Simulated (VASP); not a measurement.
The system is B5Pt.

```xyz
6
Lattice="2.3928 0.0000 0.0000 0.0000 2.3928 0.0000 0.0000 0.0000 10.1359" Properties=species:S:1:pos:R:3 pbc="T T T"
B     1.1964    1.1964    3.3903
B     1.1964    1.1964    6.7456
B     0.0000    0.0000    1.7838
B     0.0000    0.0000    8.3521
B     0.0000    0.0000    5.0679
Pt    1.1964    1.1964    0.0000
```

- Program: VASP 6.6.1
- Task: relaxation of cell and atoms
- Functional: PBE
- Potentials or basis: VASP PAW PBE potentials, release 64 (B, Pt)
- Cutoff: 600 eV
- k mesh: 8 × 8 × 2
- Occupations: gaussian, width 0.1 eV
- Spin: no spin polarisation

At the start: pressure -11.4 GPa; volume 9.67 Å³/atom.

**Question.** Where does the relaxation end?

**Answer.** Over 44 steps the energy falls by 1133.2 meV/atom and the volume is 7.99 Å³/atom (-17.4 %); space group P4/mmm (No. 123, to 0.05 Å).

Step by step:
| step | energy change (eV) | largest force (eV/Å) | pressure (GPa) | volume (Å³) |
| --- | --- | --- | --- | --- |
| 1 | 0.0000 | 1.2957 | -11.40 | 58.03 |
| 3 | -1.3372 | 1.6115 | 8.47 | 50.60 |
| 5 | -1.6988 | 0.5585 | -12.21 | 54.53 |
| 7 | -2.9333 | 1.4028 | -0.20 | 50.21 |
| 9 | -3.0505 | 1.5923 | 2.20 | 49.39 |
| 11 | -3.7796 | 2.9440 | 39.95 | 44.95 |
| 13 | -4.1108 | 1.8266 | 25.10 | 45.99 |
| 15 | -4.1296 | 1.9701 | 27.19 | 45.89 |
| 17 | -4.3131 | 1.8333 | 21.88 | 46.56 |
| 19 | -4.8116 | 1.2699 | 2.20 | 49.64 |
| 21 | -4.9026 | 0.9623 | -9.28 | 52.12 |
| 23 | -5.2011 | 1.6619 | -6.77 | 50.98 |
| 25 | -5.3779 | 6.6271 | 33.58 | 45.46 |
| 27 | -5.7217 | 4.8460 | 15.10 | 47.19 |
| 29 | -5.8405 | 4.8437 | 16.60 | 46.93 |
| 31 | -5.8551 | 4.9203 | 29.02 | 45.71 |
| 33 | -6.0771 | 4.4986 | 20.31 | 46.39 |
| 35 | -6.6883 | 1.6003 | 6.32 | 47.51 |
| 37 | -6.7656 | 1.2332 | -0.53 | 48.28 |
| 39 | -6.7809 | 0.8177 | 0.14 | 48.15 |
| 41 | -6.7983 | 0.0587 | -0.94 | 48.15 |
| 43 | -6.7987 | 0.0496 | -0.75 | 48.10 |
| 44 | -6.7993 | 0.0378 | -0.02 | 47.96 |

Final structure:
```
CELL_PARAMETERS angstrom
2.82377 0.00000 0.00000
0.00000 2.82377 0.00000
0.00000 0.00000 6.01499
ATOMIC_POSITIONS crystal
B 0.50000 0.50000 0.36324
B 0.50000 0.50000 0.63676
B 0.00000 0.00000 0.22779
B 0.00000 0.00000 0.77221
B 0.00000 0.00000 0.50000
Pt 0.50000 0.50000 0.00000
```

Caveat: the volume moved by over 15 % at a fixed basis, so the end points are rough.
